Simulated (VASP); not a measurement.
# Ag (Fm-3m) in VASP: notebook

The runs below take Ag through single point, relaxation of cell and atoms, with PBEsol.

Everything below comes from runs of VASP 6.6.1. Logs are shortened: lines on timing, memory, paths and dates and some standing lists are left out, and cuts for length are marked.

## (1) The cell of the first run

It takes space group Fm-3m (No. 225, cubic). The conventional cell has a = 4.052 Å, b = 4.052 Å, c = 4.052 Å, α = 90.00°, β = 90.00°, γ = 90.00°. Within 3.8 Å of Ag (site symmetry m-3m) lie 12 Ag at 2.87 Å.

## (2) Single point, PBEsol

File INCAR:

```
PREC = Accurate
ENCUT = 520
EDIFF = 1E-6
ISMEAR = -1
SIGMA = 0.1
LREAL = F
LASPH = T
NELM = 100
ALGO = Normal
ISIF = 2
LWAVE = F
LCHARG = F
GGA = PS
NBANDS = 12
```

File KPOINTS:

```
Automatic mesh
0
Gamma
  9 9 9
```

File POSCAR:

```
Ag
1.0
    0.0000000000      2.0260530265      2.0260530265
    2.0260530265      0.0000000000      2.0260530265
    2.0260530265      2.0260530265      0.0000000000
Ag
1
Direct
    0.0000000000      0.0000000000      0.0000000000
```

Potentials or basis: VASP PAW PBE potentials, release 64 (Ag).

On the command line:

```console
$ cat potpaw_PBE.64/Ag/POTCAR > POTCAR
$ mpirun -np 1 vasp_std > vasp.out
```

OUTCAR:

```text
PREC = Accurate
   ENCUT = 520
   EDIFF = 1E-6
   ISMEAR = -1
   LREAL = F
   LASPH = T
   NELM = 100
   ISIF = 2
   GGA = PS

 ion  position               nearest neighbor table
   1  0.000  0.000  0.000-

  LATTYP: Found a face centered cubic cell.
 ALAT       =     4.0521060530

  Lattice vectors:

 A1 = (   0.0000000000,   2.0260530265,   2.0260530265)
 A2 = (   2.0260530265,   0.0000000000,   2.0260530265)
 A3 = (   2.0260530265,   2.0260530265,   0.0000000000)

Analysis of symmetry for initial positions (statically):
=====================================================================
 Subroutine PRICEL returns:
 Original cell was already a primitive cell.

 Routine SETGRP: Setting up the symmetry group for a
 face centered cubic supercell.

 Subroutine GETGRP returns: Found 48 space group operations
 (whereof 48 operations were pure point group operations)
 out of a pool of 48 trial point group operations.

The static configuration has the point symmetry O_h .

Analysis of symmetry for dynamics (positions and initial velocities):
=====================================================================
 Subroutine PRICEL returns:
 Original cell was already a primitive cell.

 Routine SETGRP: Setting up the symmetry group for a
 face centered cubic supercell.

 Subroutine GETGRP returns: Found 48 space group operations
 (whereof 48 operations were pure point group operations)
 out of a pool of 48 trial point group operations.

The dynamic configuration has the point symmetry O_h .

 Subroutine INISYM returns: Found 48 space group operations
 (whereof 48 operations are pure point group operations),
 and found     1 'primitive' translations

----------------------------------------------------------------------------------------

                                     Primitive cell

  volume of cell :      16.6335

  direct lattice vectors                    reciprocal lattice vectors
     0.000000000  2.026053027  2.026053027    -0.246785249  0.246785249  0.246785249
     2.026053027  0.000000000  2.026053027     0.246785249 -0.246785249  0.246785249
     2.026053027  2.026053027  0.000000000     0.246785249  0.246785249 -0.246785249

  length of vectors
     2.865271668  2.865271668  2.865271668     0.427444589  0.427444589  0.427444589

  position of ions in fractional coordinates (direct lattice)
     0.000000000  0.000000000  0.000000000

  ion indices of the primitive-cell ions
   primitive index   ion index
                 1           1

----------------------------------------------------------------------------------------

 KPOINTS: Automatic mesh

Automatic generation of k-mesh.
 Grid dimensions read from file:
 generate k-points for:    9    9    9

 Generating k-lattice:

  Cartesian coordinates                     Fractional coordinates (reciprocal lattice)
    -0.027420583  0.027420583  0.027420583     0.111111111  0.000000000  0.000000000
     0.027420583 -0.027420583  0.027420583     0.000000000  0.111111111  0.000000000
     0.027420583  0.027420583 -0.027420583     0.000000000  0.000000000  0.111111111

  Length of vectors
     0.047493843  0.047493843  0.047493843

  Shift w.r.t. Gamma in fractional coordinates (k-lattice)
     0.000000000  0.000000000  0.000000000

 Subroutine IBZKPT returns following result:
 ===========================================

 Found     35 irreducible k-points:

 Following reciprocal coordinates:
            Coordinates               Weight
  0.000000  0.000000  0.000000      1.000000
  0.111111  0.000000  0.000000      8.000000
  0.222222  0.000000  0.000000      8.000000
  0.333333  0.000000  0.000000      8.000000
  0.444444  0.000000  0.000000      8.000000
  0.111111  0.111111  0.000000      6.000000
[... 16 lines left out ...]
 -0.333333  0.333333  0.000000     12.000000
  0.444444  0.444444  0.000000      6.000000
 [... further k-points ...]
   k-points           NKPTS =     35   k-points in BZ     NKDIM =     35   number of bands    NBANDS=     12
   number of dos      NEDOS =    301   number of ions     NIONS =      1
   total plane-waves  NPLWV =  13824
   dimension x,y,z NGX =    24 NGY =   24 NGZ =   24
   dimension x,y,z NGXF=    48 NGYF=   48 NGZF=   48
   ions per type =               1
   NGX,Y,Z   is equivalent  to a cutoff of  13.93, 13.93, 13.93 a.u.
   NGXF,Y,Z  is equivalent  to a cutoff of  27.85, 27.85, 27.85 a.u.
 SYSTEM =  unknown system
   PREC   = accura    normal or accurate (medium, high low for compatibility)
   ISTART =      0    job   : 0-new  1-cont  2-samecut
   ICHARG =      2    charge: 1-file 2-atom 10-const
   ISPIN  =      1    spin polarized calculation?
   LNONCOLLINEAR =      F non collinear calculations
   LSORBIT =      F    spin-orbit coupling
   LASPH  =      T    aspherical Exc in radial PAW
   ENCUT  =  520.0 eV  38.22 Ry    6.18 a.u.   5.33  5.33  5.33*2*pi/ulx,y,z
   NELM   =    100;   NELMIN=  2; NELMDL= -5     # of ELM steps
   EDIFF  = 0.1E-05   stopping-criterion for ELM
   LREAL  =      F    real-space projection
   EDIFFG = 0.1E-04   stopping-criterion for IOM
   NSW    =      0    number of steps for IOM
   IBRION =     -1    ionic relax: 0-MD 1-quasi-New 2-CG
   NFREE  =      0    steps in history (QN), initial steepest desc. (CG)
   ISIF   =      2    stress and relaxation
   ISYM   =      2    0-nonsym 1-usesym 2-fastsym
   POTIM  = 0.5000    time-step for ionic-motion
   TEBEG  =    0.0;   TEEND  =   0.0 temperature during run
   PSTRESS=    0.0 pullay stress
   NELECT =      11.0000    total number of electrons
   NUPDOWN=      -1.0000    fix difference up-down
   EMIN   =  10.00;   EMAX   =-10.00  energy-range for DOS
   EFERMI =   0.00;   METHOD = LEGACY
   ISMEAR =    -1;   SIGMA  =   0.10  broadening in eV -4-tet -1-fermi 0-gaus
   EFERMI_NEDOS =   21; number of points for ismear=-14 and -15
   IALGO  =     38    algorithm
   IMIX   =      4    mixing-type and parameters
     AMIX     =   0.40;   BMIX     =  1.00
     AMIX_MAG =   1.60;   BMIX_MAG =  1.00
  volume/ion in A,a.u.               =      16.63       112.25
  Fermi-wavevector in a.u.,A,eV,Ry     =   1.426302  2.695321 27.678853  2.034338
  Thomas-Fermi vector in A             =   2.546594
   LORBIT       =      0    0 simple, 1 ext, 2 COOP (PROOUT), +10 PAW based schemes
   GGA     = PS    functional components
   LHFCALC =     F    Hartree Fock is set to
   AEXX    =    0.0000 exact exchange contribution
   IVDW    =     0    specifies the selected vdW correction
   LEPSILON=     F    determine dielectric tensor
   LRPA    =     F    only Hartree local field effects (RPA)
 non-spin polarized calculation
  energy-cutoff  :      520.00
  volume of cell :       16.63
 maximum number of plane-waves:       459
 NGX is ok and might be reduce to    24
   NGX = 11   NGY = 11   NGZ = 11

 number of electron      11.0000001 magnetization

 Free energy of the ion-electron system (eV)
  ---------------------------------------------------
  ext. energy  EPLUGINS =         0.00000000
  ---------------------------------------------------
  free energy    TOTEN  =        -3.33029628 eV

  energy without entropy =       -3.32620773  energy(sigma->0) =       -3.32825200

 E-fermi :   8.7503     XC(G=0): -12.5602

 val. band max:        8.4567399070   @ k =   0.4444   0.3333   0.0000
 cond. band min:       8.9707525447   @ k =  -0.4444   0.1111   0.0000
 fundamental gap:      0.5140126378
 Fermi energy:         8.7503254509

 k-point     1 :       0.0000    0.0000    0.0000
  band No.  band energies     occupation
      1       0.5651      2.00000
      2       3.7171      2.00000
      3       3.7171      2.00000
      4       3.7171      2.00000
      5       4.8097      2.00000
      6       4.8097      2.00000
      7      24.6189      0.00000
      8      28.3358      0.00000
      9      28.3358      0.00000
     10      28.3358      0.00000
     11      33.2197      0.00000
     12      34.5103      0.00000

 k-point     2 :       0.1111    0.0000    0.0000
  band No.  band energies     occupation
      1       0.9496      2.00000
      2       3.6355      2.00000
      3       3.8191      2.00000
      4       3.8191      2.00000
      5       4.7762      2.00000
      6       4.7762      2.00000
      7      24.4656      0.00000
      8      26.0497      0.00000
      9      28.5089      0.00000
     10      28.5089      0.00000
     11      32.5392      0.00000
     12      33.9327      0.00000

 k-point     3 :       0.2222    0.0000    0.0000
  band No.  band energies     occupation
      1       1.8308      2.00000
      2       3.7259      2.00000
      3       3.9365      2.00000
      4       3.9365      2.00000
      5       4.8608      2.00000
      6       4.8608      2.00000
      7      20.9539      0.00000
      8      25.3988      0.00000
      9      28.6126      0.00000
     10      28.6126      0.00000
     11      31.5478      0.00000
     12      32.4158      0.00000
[... 286 lines left out ...]
 k-point    23 :      -0.3333    0.3333    0.0000
  band No.  band energies     occupation
      1       2.6991      2.00000
      2       3.3015      2.00000
      3       3.9465      2.00000
      4       4.7579      2.00000
      5       5.3479      2.00000
      6      11.7595      0.00000
      7      14.4723      0.00000
      8      16.2321      0.00000
      9      22.9715      0.00000
     10      25.4811      0.00000
     11      35.2468      0.00000
     12      35.3460      0.00000

 k-point    24 :       0.4444    0.4444    0.0000
  band No.  band energies     occupation
      1       2.0415      2.00000
      2       2.1842      2.00000
      3       5.5875      2.00000
      4       5.7741      2.00000
      5       5.7741      2.00000
      6       9.3197      0.00671
      7      16.4663      0.00000
      8      19.5458      0.00000
      9      19.5458      0.00000
     10      26.0089      0.00000
     11      26.0981      0.00000
     12      38.5350      0.00000

 [... further k-points ...]
[... 5 lines left out ...]
  --------------------------------------------------------------------------------------
  -------------------------------------------------------------------------------------
  Total       -0.0253909     -0.0253909     -0.0253909     -0.0000000      0.0000000     -0.0000000
  in kB       -2.4457178     -2.4457178     -2.4457178     -0.0000000      0.0000000     -0.0000000
  external PRESSURE =      -2.4457178 kB  Pullay stress =       0.0000000 kB

 VOLUME and BASIS-vectors are now :
 -----------------------------------------------------------------------------
  energy-cutoff  :      520.00
  volume of cell :       16.63
      direct lattice vectors                 reciprocal lattice vectors
     0.000000000  2.026053027  2.026053027    -0.246785249  0.246785249  0.246785249
     2.026053027  0.000000000  2.026053027     0.246785249 -0.246785249  0.246785249
     2.026053027  2.026053027  0.000000000     0.246785249  0.246785249 -0.246785249

 POSITION                                       TOTAL-FORCE (eV/Angst)
 -----------------------------------------------------------------------------------
      0.00000      0.00000      0.00000         0.000000      0.000000      0.000000
 -----------------------------------------------------------------------------------
    total drift:                               -0.000000      0.000000     -0.000000

  FREE ENERGIE OF THE ION-ELECTRON SYSTEM (eV)
  ---------------------------------------------------
  free  energy   TOTEN  =        -3.3302962761 eV

  energy  without entropy=       -3.3262077271  energy(sigma->0) =       -3.32825200
```

Run time: 5.4 s. Hardware: 1 thread of Intel Xeon Platinum 8259CL at 2.50GHz (Skylake/Cascade Lake), shared host; peak memory 0.14 GiB.

Results:

| Item | Value |
| --- | --- |
| Free energy | -3.3303 eV |
| Pressure | -0.2 GPa |

Levels at points of the mesh, in eV from the Fermi level:
| k point | band 2 | band 3 | band 4 | band 5 | band 6 | band 7 | band 8 | band 9 | band 10 | band 11 |
| --- | --- | --- | --- | --- | --- | --- | --- | --- | --- | --- |
| (0.00, 0.00, 0.00) | -5.03 | -5.03 | -5.03 | -3.94 | -3.94 | 15.87 | 19.59 | 19.59 | 19.59 | 24.47 |

Caveat: the PAW data sets were made with another functional, which shifts forces and pressure a little.

## (3) Relaxation of cell and atoms, PBEsol

File INCAR:

```
SYSTEM = Ag
  ALGO = Normal
  EDIFF = 1E-6
  EDIFFG = -0.02
  ENCUT = 600
  GGA = PS
  IBRION = 2
  ISIF = 3
  ISMEAR = -1
  LASPH = .True.
  LCHARG = .False.
  LREAL = .False.
  LWAVE = .False.
  NELM = 100
  NSW = 80
  PREC = Accurate
  SIGMA = 0.1
```

File KPOINTS:

```
k-points
0
Gamma
  9 9 9
  0 0 0
```

POSCAR is that of step 2.

Potentials or basis: VASP PAW PBE potentials, release 64 (Ag).

On the command line:

```console
$ cat potpaw_PBE.64/Ag/POTCAR > POTCAR
$ mpirun -np 1 vasp_std > vasp.out
```

Run time: 7.1 s. Hardware: 1 thread of Intel Xeon Platinum 8259CL at 2.50GHz (Skylake/Cascade Lake), shared host; peak memory 0.14 GiB.

The run converged. Its results:

```yaml
Free_energy: -3.3304 eV
Relaxed_volume: 16.57 Å³/atom
Relaxed_cell: a = 2.862 Å, b = 2.862 Å, c = 2.862 Å, α = 60.00°, β = 60.00°, γ = 60.00°
Space_group_after_relaxing_to_0.05_Å: Fm-3m (No. 225)
Energy_gained_by_relaxing: 0.0 meV/atom
Ionic_steps: 2
Pressure_after_relaxing: 0.2 GPa
```

Final structure:
```
Ag
1.0
     0.00000    2.02347    2.02347
     2.02347    0.00000    2.02347
     2.02347    2.02347    0.00000
Ag
1
Direct
  0.00000 0.00000 0.00000
```

Levels at points of the mesh, in eV from the Fermi level:
| k point | band 4 | band 5 | band 6 | band 7 | band 8 | band 9 |
| --- | --- | --- | --- | --- | --- | --- |
| (0.00, 0.00, 0.00) | -5.05 | -3.95 | -3.95 | 15.88 | 19.62 | 19.62 |

Caveat: the PAW data sets were made with another functional, which shifts forces and pressure a little.
